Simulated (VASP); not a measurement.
# Ag in VASP: single point with PBE

Aim: the single point of Ag with PBE.

Everything below comes from runs of VASP 6.6.1. Logs are shortened: lines on timing, memory, paths and dates and some standing lists are left out, and cuts for length are marked.

### 1 The cell of the first run

The cell holds a slab with vacuum, 3 atoms: a = 2.936 Å, b = 2.936 Å, c = 26.718 Å, α = 90.00°, β = 90.00°, γ = 120.00°.

### 2 Single point, PBE

Contents of INCAR:

```
PREC = Accurate ; ENCUT = 400
EDIFF = 1E-6 ; ISMEAR = 1
SIGMA = 0.1 ; LREAL = F
LASPH = T ; NELM = 120
ALGO = Normal ; ISIF = 2
LWAVE = F ; LCHARG = F
LDIPOL = T ; IDIPOL = 3
DIPOL = 0.5 0.5 0.670 ; GGA = PE
NBANDS = 24 ; GGA_COMPAT = F
NELMDL = -8
```

Contents of KPOINTS:

```
regular mesh
0
Gamma
  15 15 1
```

Contents of POSCAR:

```
Ag
1.0
    2.9363250569      0.0000000000      0.0000000000
   -1.4681625284      2.5429320930      0.0000000000
    0.0000000000      0.0000000000     26.7176209642
Ag
3
Direct
    0.6666666667      0.3333333333      0.5804473529
    0.3333333333      0.6666666667      0.6709197190
    0.0000000000      1.0000000000      0.7597621988
```

Potentials or basis: VASP PAW PBE potentials, release 64 (Ag).

The run is started by

```
cat potpaw_PBE.64/Ag/POTCAR > POTCAR
mpirun -np 1 vasp_std > vasp.out
```

OUTCAR:

```text
PREC = Accurate
   ENCUT = 400
   EDIFF = 1E-6
   ISMEAR = 1
   LREAL = F
   LASPH = T
   NELM = 120
   ISIF = 2
   GGA = PE
   NELMDL = -8

 ion  position               nearest neighbor table
   1  0.667  0.333  0.580-   2 2.95   2 2.95   2 2.95
   2  0.333  0.667  0.671-   3 2.92   3 2.92   3 2.92   1 2.95   1 2.95   1 2.95
   3  0.000  0.000  0.760-   2 2.92   2 2.92   2 2.92

  LATTYP: Found a hexagonal cell.
 ALAT       =     2.9363250569
 C/A-ratio  =     9.0989997519

  Lattice vectors:

 A1 = (   2.9363250569,   0.0000000000,   0.0000000000)
 A2 = (  -1.4681625284,   2.5429320930,   0.0000000000)
 A3 = (   0.0000000000,   0.0000000000,  26.7176209642)

Analysis of symmetry for initial positions (statically):
=====================================================================
 Subroutine PRICEL returns:
 Original cell was already a primitive cell.

 Routine SETGRP: Setting up the symmetry group for a
 hexagonal supercell.

 Subroutine GETGRP returns: Found  6 space group operations
 (whereof  6 operations were pure point group operations)
 out of a pool of 24 trial point group operations.

The static configuration has the point symmetry C_3v.

Analysis of symmetry for dynamics (positions and initial velocities):
=====================================================================
 Subroutine PRICEL returns:
 Original cell was already a primitive cell.

 Routine SETGRP: Setting up the symmetry group for a
 hexagonal supercell.

 Subroutine GETGRP returns: Found  6 space group operations
 (whereof  6 operations were pure point group operations)
 out of a pool of 24 trial point group operations.

The dynamic configuration has the point symmetry C_3v.

 Subroutine INISYM returns: Found  6 space group operations
 (whereof  6 operations are pure point group operations),
 and found     1 'primitive' translations

----------------------------------------------------------------------------------------

                                     Primitive cell

  volume of cell :     199.4971

  direct lattice vectors                    reciprocal lattice vectors
     2.936325057  0.000000000  0.000000000     0.340561750  0.196623418  0.000000000
    -1.468162528  2.542932093  0.000000000     0.000000000  0.393246836  0.000000000
     0.000000000  0.000000000 26.717620964     0.000000000  0.000000000  0.037428482

  length of vectors
     2.936325057  2.936325057 26.717620964     0.393246836  0.393246836  0.037428482

  position of ions in fractional coordinates (direct lattice)
     0.666666667  0.333333333  0.580447353
     0.333333333  0.666666667  0.670919719
     0.000000000  0.000000000  0.759762199

  ion indices of the primitive-cell ions
   primitive index   ion index
                 1           1
                 2           2
                 3           3

----------------------------------------------------------------------------------------

 KPOINTS: regular mesh

Automatic generation of k-mesh.
 Grid dimensions read from file:
 generate k-points for:   15   15    1

 Generating k-lattice:

  Cartesian coordinates                     Fractional coordinates (reciprocal lattice)
     0.022704117  0.013108228  0.000000000     0.066666667  0.000000000  0.000000000
     0.000000000  0.026216456  0.000000000     0.000000000  0.066666667  0.000000000
     0.000000000  0.000000000  0.037428482     0.000000000  0.000000000  1.000000000

  Length of vectors
     0.026216456  0.026216456  0.037428482

  Shift w.r.t. Gamma in fractional coordinates (k-lattice)
     0.000000000  0.000000000  0.000000000

 Subroutine IBZKPT returns following result:
 ===========================================

 Found     27 irreducible k-points:

 Following reciprocal coordinates:
            Coordinates               Weight
  0.000000  0.000000  0.000000      1.000000
  0.066667  0.000000  0.000000      6.000000
  0.133333 -0.000000  0.000000      6.000000
  0.200000 -0.000000  0.000000      6.000000
  0.266667 -0.000000  0.000000      6.000000
  0.333333  0.000000  0.000000      6.000000
[... 16 lines left out ...]
  0.333333  0.200000  0.000000     12.000000
  0.400000  0.200000  0.000000      6.000000
 [... further k-points ...]
   k-points           NKPTS =     27   k-points in BZ     NKDIM =     27   number of bands    NBANDS=     24
   number of dos      NEDOS =    301   number of ions     NIONS =      3
   total plane-waves  NPLWV =  72000
   dimension x,y,z NGX =    20 NGY =   20 NGZ =  180
   dimension x,y,z NGXF=    40 NGYF=   40 NGZF=  360
   ions per type =               3
   NGX,Y,Z   is equivalent  to a cutoff of  11.32, 11.32, 11.20 a.u.
   NGXF,Y,Z  is equivalent  to a cutoff of  22.65, 22.65, 22.40 a.u.
 SYSTEM =  unknown system
   PREC   = accura    normal or accurate (medium, high low for compatibility)
   ISTART =      0    job   : 0-new  1-cont  2-samecut
   ICHARG =      2    charge: 1-file 2-atom 10-const
   ISPIN  =      1    spin polarized calculation?
   LNONCOLLINEAR =      F non collinear calculations
   LSORBIT =      F    spin-orbit coupling
   LASPH  =      T    aspherical Exc in radial PAW
   ENCUT  =  400.0 eV  29.40 Ry    5.42 a.u.   4.79  4.79 43.57*2*pi/ulx,y,z
   NELM   =    120;   NELMIN=  2; NELMDL= -8     # of ELM steps
   EDIFF  = 0.1E-05   stopping-criterion for ELM
   LREAL  =      F    real-space projection
   EDIFFG = 0.1E-04   stopping-criterion for IOM
   NSW    =      0    number of steps for IOM
   IBRION =     -1    ionic relax: 0-MD 1-quasi-New 2-CG
   NFREE  =      0    steps in history (QN), initial steepest desc. (CG)
   ISIF   =      2    stress and relaxation
   ISYM   =      2    0-nonsym 1-usesym 2-fastsym
   POTIM  = 0.5000    time-step for ionic-motion
   TEBEG  =    0.0;   TEEND  =   0.0 temperature during run
   PSTRESS=    0.0 pullay stress
   NELECT =      33.0000    total number of electrons
   NUPDOWN=      -1.0000    fix difference up-down
   EMIN   =  10.00;   EMAX   =-10.00  energy-range for DOS
   EFERMI =   0.00;   METHOD = LEGACY
   ISMEAR =     1;   SIGMA  =   0.10  broadening in eV -4-tet -1-fermi 0-gaus
   EFERMI_NEDOS =   21; number of points for ismear=-14 and -15
   IALGO  =     38    algorithm
   IMIX   =      4    mixing-type and parameters
     AMIX     =   0.40;   BMIX     =  1.00
     AMIX_MAG =   1.60;   BMIX_MAG =  1.00
  volume/ion in A,a.u.               =      66.50       448.76
  Fermi-wavevector in a.u.,A,eV,Ry     =   0.898671  1.698241 10.988188  0.807609
  Thomas-Fermi vector in A             =   2.021409
   LORBIT       =      0    0 simple, 1 ext, 2 COOP (PROOUT), +10 PAW based schemes
   GGA     = PE    functional components
   LHFCALC =     F    Hartree Fock is set to
   AEXX    =    0.0000 exact exchange contribution
   IVDW    =     0    specifies the selected vdW correction
   LEPSILON=     F    determine dielectric tensor
   LRPA    =     F    only Hartree local field effects (RPA)
 non-spin polarized calculation
 Methfessel and Paxton  Order N= 1 SIGMA  =   0.10
  energy-cutoff  :      400.00
  volume of cell :      199.50
 maximum number of plane-waves:      3648
 NGX is ok and might be reduce to    20
   NGX =  9   NGY =  9   NGZ = 87

 dipolmoment           0.000000      0.000000      0.001837 electrons x Angstroem

 number of electron      32.9999992 magnetization

 dipolmoment           0.000000      0.000000     -0.000624 electrons x Angstroem

 Free energy of the ion-electron system (eV)
  ---------------------------------------------------
  ext. energy  EPLUGINS =         0.00000000
  ---------------------------------------------------
  free energy    TOTEN  =        -7.48212740 eV

  energy without entropy =       -7.48184071  energy(sigma->0) =       -7.48203184

 E-fermi :  -1.0854     XC(G=0):  -3.8444

 val. band max:       -1.1029071709   @ k =   0.1333   0.1333   0.0000
 cond. band min:      -1.0134206853   @ k =   0.2000   0.0667   0.0000
 fundamental gap:      0.0894864856
 Fermi energy:        -1.0853875694

 k-point     1 :       0.0000    0.0000    0.0000
  band No.  band energies     occupation
      1      -8.0279      2.00000
      2      -7.1125      2.00000
      3      -6.9799      2.00000
      4      -5.7865      2.00000
      5      -5.7688      2.00000
      6      -5.7688      2.00000
[... 16 lines left out ...]
     23       4.3334      0.00000
     24       4.6608      0.00000

 k-point     2 :       0.0667    0.0000    0.0000
  band No.  band energies     occupation
      1      -7.9118      2.00000
      2      -7.0366      2.00000
      3      -6.8786      2.00000
      4      -5.8104      2.00000
      5      -5.7835      2.00000
      6      -5.7132      2.00000
[... 16 lines left out ...]
     23       4.4385      0.00000
     24       4.7529      0.00000

 k-point     3 :       0.1333   -0.0000    0.0000
  band No.  band energies     occupation
      1      -7.5863      2.00000
      2      -6.8422      2.00000
      3      -6.6140      2.00000
      4      -5.9182      2.00000
      5      -5.8434      2.00000
      6      -5.7494      2.00000
[... 16 lines left out ...]
     23       4.7536      0.00000
     24       5.0317      0.00000

 k-point     4 :       0.2000   -0.0000    0.0000
  band No.  band energies     occupation
      1      -7.1570      2.00000
      2      -6.6666      2.00000
      3      -6.3442      2.00000
      4      -6.1133      2.00000
      5      -5.9718      2.00000
      6      -5.7005      2.00000
[... 16 lines left out ...]
     23       5.2777      0.00000
     24       5.5030      0.00000

 k-point     5 :       0.2667   -0.0000    0.0000
  band No.  band energies     occupation
      1      -6.8935      2.00000
      2      -6.6694      2.00000
      3      -6.4183      2.00000
      4      -6.2646      2.00000
      5      -5.8449      2.00000
      6      -5.7344      2.00000
[... 16 lines left out ...]
     23       6.0051      0.00000
     24       6.1710      0.00000

 k-point     6 :       0.3333    0.0000    0.0000
  band No.  band energies     occupation
      1      -6.9219      2.00000
      2      -6.7483      2.00000
      3      -6.6310      2.00000
      4      -6.4206      2.00000
      5      -5.8410      2.00000
      6      -5.7130      2.00000
[... 16 lines left out ...]
     23       6.0193      0.00000
     24       6.8734      0.00000
[... 379 lines left out ...]
 k-point    21 :       0.2000    0.2000    0.0000
  band No.  band energies     occupation
      1      -6.5246      2.00000
      2      -6.5167      2.00000
      3      -6.3859      2.00000
      4      -6.1509      2.00000
      5      -5.8575      2.00000
      6      -5.8493      2.00000
[... 16 lines left out ...]
     23       6.9725      0.00000
     24       7.0885      0.00000

 k-point    22 :       0.2667    0.2000    0.0000
  band No.  band energies     occupation
      1      -6.6163      2.00000
      2      -6.5188      2.00000
      3      -6.4721      2.00000
      4      -6.0971      2.00000
      5      -5.9283      2.00000
      6      -5.8127      2.00000
[... 16 lines left out ...]
     23       6.7746      0.00000
     24       7.1571      0.00000

 k-point    23 :       0.3333    0.2000    0.0000
  band No.  band energies     occupation
      1      -6.6851      2.00000
      2      -6.5594      2.00000
      3      -6.5152      2.00000
      4      -6.1580      2.00000
      5      -5.9928      2.00000
      6      -5.7257      2.00000
[... 16 lines left out ...]
     23       7.0965      0.00000
     24       7.5570      0.00000

 k-point    24 :       0.4000    0.2000    0.0000
  band No.  band energies     occupation
      1      -6.7103      2.00000
      2      -6.5862      2.00000
      3      -6.5165      2.00000
      4      -6.1884      2.00000
      5      -6.0170      2.00000
      6      -5.6920      2.00000
[... 16 lines left out ...]
     23       7.2845      0.00000
     24       7.6739      0.00000

 [... further k-points ...]

------------------------ aborting loop because EDIFF is reached ----------------------------------------

 vacuum level on the upper side and lower side of the slab       (xc-potential included)        -0.024        -0.009

  FORCE on cell =-STRESS in cart. coord.  units (eV):
  Direction    XX          YY          ZZ          XY          YZ          ZX
  --------------------------------------------------------------------------------------
  -------------------------------------------------------------------------------------
  Total       -1.3617919     -1.3617919     -0.4072829     -0.0000000      0.0000000      0.0000000
  in kB      -10.9366582    -10.9366582     -3.2709208     -0.0000000      0.0000000      0.0000000
  external PRESSURE =      -8.3814124 kB  Pullay stress =       0.0000000 kB

 VOLUME and BASIS-vectors are now :
 -----------------------------------------------------------------------------
  energy-cutoff  :      400.00
  volume of cell :      199.50
      direct lattice vectors                 reciprocal lattice vectors
     2.936325057  0.000000000  0.000000000     0.340561750  0.196623418  0.000000000
    -1.468162528  2.542932093  0.000000000     0.000000000  0.393246836  0.000000000
     0.000000000  0.000000000 26.717620964     0.000000000  0.000000000  0.037428482

 POSITION                                       TOTAL-FORCE (eV/Angst)
 -----------------------------------------------------------------------------------
      1.46816      0.84764     15.50817         0.000000     -0.000000      0.105253
     -0.00000      1.69529     17.92538        -0.000000      0.000000     -0.101780
      0.00000      0.00000     20.29904         0.000000     -0.000000     -0.003473
 -----------------------------------------------------------------------------------
    total drift:                               -0.000000      0.000000      0.000181

  FREE ENERGIE OF THE ION-ELECTRON SYSTEM (eV)
  ---------------------------------------------------
  free  energy   TOTEN  =        -7.4821274013 eV

  energy  without entropy=       -7.4818407077  energy(sigma->0) =       -7.48203184

 vacuum level on the upper side and lower side of the slab         3.271         3.283
```

Run time: 91 s. Hardware: 1 thread of AMD EPYC 9R45 (Zen 5), shared host; peak memory 0.24 GiB.

Results:

- Free energy: -7.4821 eV
- Largest force: 0.105 eV/Å
- Band gap on the k mesh: zero (an odd number of electrons rules out a gap without spin polarisation)

Forces in eV/Å, atoms in the order of the input:
```
Ag   0.000  0.000  0.105
Ag   0.000  0.000 -0.102
Ag   0.000  0.000 -0.003
```
